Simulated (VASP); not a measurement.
Here is a VASP 6.6.1 calculation.

Contents of INCAR:

```
SYSTEM = Na2Nb
ALGO = Fast ; EDIFF = 1E-6
ENCUT = 520 ; GGA = PE
ISIF = 2 ; ISMEAR = 0
LASPH = .TRUE. ; LCHARG = .FALSE.
LREAL = .FALSE. ; LWAVE = .FALSE.
NBANDS = 36 ; NELM = 100
PREC = Accurate ; SIGMA = 0.1
```

Contents of KPOINTS:

```
k-points
0
G
  4 4 4
  0 0 0
```

File POSCAR:

```
Na2Nb
1.0
    0.0000000000      4.0267138283      4.0267138283
    4.0267138283      0.0000000000      4.0267138283
    4.0267138283      4.0267138283      0.0000000000
Na Nb
4 2
Direct
    0.6250000000      0.6250000000      0.6250000000
    0.1250000000      0.6250000000      0.6250000000
    0.6250000000      0.6250000000      0.1250000000
    0.6250000000      0.1250000000      0.6250000000
    0.0000000000      0.0000000000      0.0000000000
    0.2500000000      0.2500000000      0.2500000000
```

Potentials or basis: VASP PAW PBE potentials, release 64 (Na_pv, Nb_sv).

Launch:

```sh
$ cat potpaw_PBE.64/Na_pv/POTCAR potpaw_PBE.64/Nb_sv/POTCAR > POTCAR
$ mpirun -np 1 vasp_std > vasp.out
```

Question: Predict the band gap on the k mesh.

Answer: Zero (bands 27 and 28 overlap by 0.46 eV).

Question: What does it give for the pressure?

Answer: 0.1 GPa.
